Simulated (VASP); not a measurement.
# CdTe (F-43m) in VASP: settings compared

CdTe is run at these levels: PBE, r2SCAN; tasks: single point.

Everything below comes from runs of VASP 6.6.1. Logs are shortened: lines on timing, memory, paths and dates and some standing lists are left out, and cuts for length are marked.

## Step 1: The cell of the first run

Symmetry: F-43m, No. 216, cubic system. The conventional cell has a = 6.888 Å, b = 6.888 Å, c = 6.888 Å, α = 90.00°, β = 90.00°, γ = 90.00°. Cd (site symmetry -43m) has 4 Te at 2.98 Å within 3.9 Å. Te (site symmetry -43m) has 4 Cd at 2.98 Å within 3.9 Å.

## Step 2: Single point, PBE (strain +5.0%)

The input, INCAR:

```
SYSTEM = CdTe
PREC = Accurate
ENCUT = 520
EDIFF = 1E-6
ISMEAR = -1
SIGMA = 0.02
LREAL = .False.
LASPH = .True.
NELM = 100
ALGO = Normal
ISIF = 2
LWAVE = .False.
LCHARG = .True.
GGA = PE
LELF = .True.
LVHAR = .True.
NBANDS = 16
```

The input, KPOINTS:

```
regular mesh
0
Gamma
  6 6 6
  0 0 0
```

The input, POSCAR:

```
CdTe
1.0
    0.0000000000      3.4439528717      3.4439528717
    3.4439528717      0.0000000000      3.4439528717
    3.4439528717      3.4439528717      0.0000000000
Cd Te
1 1
Direct
    0.0000000000      0.0000000000      0.0000000000
    0.2500000000      0.2500000000      0.2500000000
```

Potentials or basis: VASP PAW PBE potentials, release 64 (Cd, Te).

The run is started by

```bash
> cat potpaw_PBE.64/Cd/POTCAR potpaw_PBE.64/Te/POTCAR > POTCAR
> mpirun -np 1 vasp_std > vasp.out
```

OUTCAR:

```text
SYSTEM = CdTe
   PREC = Accurate
   ENCUT = 520
   EDIFF = 1E-6
   ISMEAR = -1
   LREAL = .False.
   LASPH = .True.
   NELM = 100
   ISIF = 2
   GGA = PE

 ion  position               nearest neighbor table
   1  0.000  0.000  0.000-   2 2.98   2 2.98   2 2.98   2 2.98
   2  0.250  0.250  0.250-   1 2.98   1 2.98   1 2.98   1 2.98

  LATTYP: Found a face centered cubic cell.
 ALAT       =     6.8879057434

  Lattice vectors:

 A1 = (   0.0000000000,   3.4439528717,   3.4439528717)
 A2 = (   3.4439528717,   0.0000000000,   3.4439528717)
 A3 = (   3.4439528717,   3.4439528717,   0.0000000000)

Analysis of symmetry for initial positions (statically):
=====================================================================
 Subroutine PRICEL returns:
 Original cell was already a primitive cell.

 Routine SETGRP: Setting up the symmetry group for a
 face centered cubic supercell.

 Subroutine GETGRP returns: Found 24 space group operations
 (whereof 24 operations were pure point group operations)
 out of a pool of 48 trial point group operations.

The static configuration has the point symmetry T_d .

Analysis of symmetry for dynamics (positions and initial velocities):
=====================================================================
 Subroutine PRICEL returns:
 Original cell was already a primitive cell.

 Routine SETGRP: Setting up the symmetry group for a
 face centered cubic supercell.

 Subroutine GETGRP returns: Found 24 space group operations
 (whereof 24 operations were pure point group operations)
 out of a pool of 48 trial point group operations.

The dynamic configuration has the point symmetry T_d .

 Subroutine INISYM returns: Found 24 space group operations
 (whereof 24 operations are pure point group operations),
 and found     1 'primitive' translations

----------------------------------------------------------------------------------------

                                     Primitive cell

  volume of cell :      81.6962

  direct lattice vectors                    reciprocal lattice vectors
     0.000000000  3.443952872  3.443952872    -0.145182010  0.145182010  0.145182010
     3.443952872  0.000000000  3.443952872     0.145182010 -0.145182010  0.145182010
     3.443952872  3.443952872  0.000000000     0.145182010  0.145182010 -0.145182010

  length of vectors
     4.870484859  4.870484859  4.870484859     0.251462618  0.251462618  0.251462618

  position of ions in fractional coordinates (direct lattice)
     0.000000000  0.000000000  0.000000000
     0.250000000  0.250000000  0.250000000

  ion indices of the primitive-cell ions
   primitive index   ion index
                 1           1
                 2           2

----------------------------------------------------------------------------------------

 KPOINTS: regular mesh

Automatic generation of k-mesh.
 Grid dimensions read from file:
 generate k-points for:    6    6    6

 Generating k-lattice:

  Cartesian coordinates                     Fractional coordinates (reciprocal lattice)
    -0.024197002  0.024197002  0.024197002     0.166666667  0.000000000  0.000000000
     0.024197002 -0.024197002  0.024197002     0.000000000  0.166666667  0.000000000
     0.024197002  0.024197002 -0.024197002     0.000000000  0.000000000  0.166666667

  Length of vectors
     0.041910436  0.041910436  0.041910436

  Shift w.r.t. Gamma in fractional coordinates (k-lattice)
     0.000000000  0.000000000  0.000000000

 Subroutine IBZKPT returns following result:
 ===========================================

 Found     16 irreducible k-points:

 Following reciprocal coordinates:
            Coordinates               Weight
  0.000000  0.000000  0.000000      1.000000
  0.166667  0.000000  0.000000      8.000000
  0.333333  0.000000  0.000000      8.000000
  0.500000  0.000000  0.000000      4.000000
  0.166667  0.166667  0.000000      6.000000
  0.333333  0.166667  0.000000     24.000000
[... 8 lines left out ...]
 -0.333333  0.333333  0.166667     24.000000
 -0.333333  0.500000  0.166667     12.000000
   k-points           NKPTS =     16   k-points in BZ     NKDIM =     16   number of bands    NBANDS=     16
   number of dos      NEDOS =    301   number of ions     NIONS =      2
   total plane-waves  NPLWV =  46656
   dimension x,y,z NGX =    36 NGY =   36 NGZ =   36
   dimension x,y,z NGXF=    72 NGYF=   72 NGZF=   72
   ions per type =               1   1
   NGX,Y,Z   is equivalent  to a cutoff of  12.29, 12.29, 12.29 a.u.
   NGXF,Y,Z  is equivalent  to a cutoff of  24.58, 24.58, 24.58 a.u.
 SYSTEM =  CdTe
   PREC   = accura    normal or accurate (medium, high low for compatibility)
   ISTART =      0    job   : 0-new  1-cont  2-samecut
   ICHARG =      2    charge: 1-file 2-atom 10-const
   ISPIN  =      1    spin polarized calculation?
   LNONCOLLINEAR =      F non collinear calculations
   LSORBIT =      F    spin-orbit coupling
   LASPH  =      T    aspherical Exc in radial PAW
   ENCUT  =  520.0 eV  38.22 Ry    6.18 a.u.   9.06  9.06  9.06*2*pi/ulx,y,z
   NELM   =    100;   NELMIN=  2; NELMDL= -5     # of ELM steps
   EDIFF  = 0.1E-05   stopping-criterion for ELM
   LREAL  =      F    real-space projection
   EDIFFG = 0.1E-04   stopping-criterion for IOM
   NSW    =      0    number of steps for IOM
   IBRION =     -1    ionic relax: 0-MD 1-quasi-New 2-CG
   NFREE  =      0    steps in history (QN), initial steepest desc. (CG)
   ISIF   =      2    stress and relaxation
   ISYM   =      2    0-nonsym 1-usesym 2-fastsym
   POTIM  = 0.5000    time-step for ionic-motion
   TEBEG  =    0.0;   TEEND  =   0.0 temperature during run
   PSTRESS=    0.0 pullay stress
   NELECT =      18.0000    total number of electrons
   NUPDOWN=      -1.0000    fix difference up-down
   EMIN   =  10.00;   EMAX   =-10.00  energy-range for DOS
   EFERMI =   0.00;   METHOD = LEGACY
   ISMEAR =    -1;   SIGMA  =   0.02  broadening in eV -4-tet -1-fermi 0-gaus
   EFERMI_NEDOS =   21; number of points for ismear=-14 and -15
   IALGO  =     38    algorithm
   IMIX   =      4    mixing-type and parameters
     AMIX     =   0.40;   BMIX     =  1.00
     AMIX_MAG =   1.60;   BMIX_MAG =  1.00
  volume/ion in A,a.u.               =      40.85       275.66
  Fermi-wavevector in a.u.,A,eV,Ry     =   0.988777  1.868518 13.302150  0.977680
  Thomas-Fermi vector in A             =   2.120328
   LORBIT       =      0    0 simple, 1 ext, 2 COOP (PROOUT), +10 PAW based schemes
   GGA     = PE    functional components
   LHFCALC =     F    Hartree Fock is set to
   AEXX    =    0.0000 exact exchange contribution
   IVDW    =     0    specifies the selected vdW correction
   LEPSILON=     F    determine dielectric tensor
   LRPA    =     F    only Hartree local field effects (RPA)
 non-spin polarized calculation
  energy-cutoff  :      520.00
  volume of cell :       81.70
 maximum number of plane-waves:      2229
   NGX = 19   NGY = 19   NGZ = 19

 number of electron      18.0000007 magnetization

 Free energy of the ion-electron system (eV)
  ---------------------------------------------------
  ext. energy  EPLUGINS =         0.00000000
  ---------------------------------------------------
  free energy    TOTEN  =        -4.71025968 eV

  energy without entropy =       -4.71024932  energy(sigma->0) =       -4.71025450

 E-fermi :   1.0051     XC(G=0):  -7.8004

 val. band max:        0.8723385995   @ k =   0.0000   0.0000   0.0000
 cond. band min:       1.1156939744   @ k =   0.0000   0.0000   0.0000
 fundamental gap:      0.2433553749
 Fermi energy:         1.0050520764

 k-point     1 :       0.0000    0.0000    0.0000
  band No.  band energies     occupation
      1      -9.4234      2.00000
      2      -6.9540      2.00000
      3      -6.9540      2.00000
      4      -6.9540      2.00000
      5      -6.8055      2.00000
      6      -6.8055      2.00000
[... 8 lines left out ...]
     15       9.8979      0.00000
     16       9.8979      0.00000

 k-point     2 :       0.1667    0.0000    0.0000
  band No.  band energies     occupation
      1      -9.3607      2.00000
      2      -6.9435      2.00000
      3      -6.9435      2.00000
      4      -6.8905      2.00000
      5      -6.8059      2.00000
      6      -6.8059      2.00000
[... 8 lines left out ...]
     15       9.2129      0.00000
     16       9.2129      0.00000

 k-point     3 :       0.3333    0.0000    0.0000
  band No.  band energies     occupation
      1      -9.2366      2.00000
      2      -6.9253      2.00000
      3      -6.9253      2.00000
      4      -6.8034      2.00000
      5      -6.8034      2.00000
      6      -6.7103      2.00000
[... 8 lines left out ...]
     15       9.5110      0.00000
     16       9.5110      0.00000

 k-point     4 :       0.5000    0.0000    0.0000
  band No.  band energies     occupation
      1      -9.1761      2.00000
      2      -6.9180      2.00000
      3      -6.9180      2.00000
      4      -6.8002      2.00000
      5      -6.8002      2.00000
      6      -6.5796      2.00000
[... 8 lines left out ...]
     15      10.7043      0.00000
     16      10.7043      0.00000
[... 172 lines left out ...]
 k-point    14 :       0.5000    0.3333    0.1667
  band No.  band energies     occupation
      1      -9.1581      2.00000
      2      -6.9007      2.00000
      3      -6.8945      2.00000
      4      -6.8241      2.00000
      5      -6.7975      2.00000
      6      -6.5852      2.00000
[... 8 lines left out ...]
     15      10.5319      0.00000
     16      11.4762      0.00000

 k-point    15 :      -0.3333    0.3333    0.1667
  band No.  band energies     occupation
      1      -9.1198      2.00000
      2      -6.8958      2.00000
      3      -6.8865      2.00000
      4      -6.8173      2.00000
      5      -6.8020      2.00000
      6      -6.4897      2.00000
[... 8 lines left out ...]
     15      10.7577      0.00000
     16      11.2972      0.00000

 k-point    16 :      -0.3333    0.5000    0.1667
  band No.  band energies     occupation
      1      -9.1010      2.00000
      2      -6.8820      2.00000
      3      -6.8758      2.00000
      4      -6.8295      2.00000
      5      -6.7967      2.00000
      6      -6.4635      2.00000
[... 8 lines left out ...]
     15      11.1813      0.00000
     16      11.5703      0.00000

------------------------ aborting loop because EDIFF is reached ----------------------------------------

  FORCE on cell =-STRESS in cart. coord.  units (eV):
  Direction    XX          YY          ZZ          XY          YZ          ZX
  --------------------------------------------------------------------------------------
  -------------------------------------------------------------------------------------
  Total       -1.5704496     -1.5704496     -1.5704496      0.0000000      0.0000000      0.0000000
  in kB      -30.7987423    -30.7987423    -30.7987423      0.0000000      0.0000000      0.0000000
  external PRESSURE =     -30.7987423 kB  Pullay stress =       0.0000000 kB

 VOLUME and BASIS-vectors are now :
 -----------------------------------------------------------------------------
  energy-cutoff  :      520.00
  volume of cell :       81.70
      direct lattice vectors                 reciprocal lattice vectors
     0.000000000  3.443952872  3.443952872    -0.145182010  0.145182010  0.145182010
     3.443952872  0.000000000  3.443952872     0.145182010 -0.145182010  0.145182010
     3.443952872  3.443952872  0.000000000     0.145182010  0.145182010 -0.145182010

 POSITION                                       TOTAL-FORCE (eV/Angst)
 -----------------------------------------------------------------------------------
      0.00000      0.00000      0.00000         0.000000      0.000000     -0.000000
      1.72198      1.72198      1.72198        -0.000000     -0.000000      0.000000
 -----------------------------------------------------------------------------------
    total drift:                               -0.000001     -0.000001     -0.000001

  FREE ENERGIE OF THE ION-ELECTRON SYSTEM (eV)
  ---------------------------------------------------
  free  energy   TOTEN  =        -4.7102596772 eV

  energy  without entropy=       -4.7102493193  energy(sigma->0) =       -4.71025450
```

Wall time 20 s (1 thread of Intel Xeon 6975P-C, shared host); peak memory 0.21 GiB.

What came out:

```yaml
Free_energy: -4.7103 eV
Pressure: -3.1 GPa
Band_gap_on_the_k_mesh: 0.24 eV, direct
```

Caveat: the cell differs from its parent crystal (strain +5.0%); spin-orbit coupling is left out, which moves the levels of the heavy elements.

(Continued in part 2 of 2.)
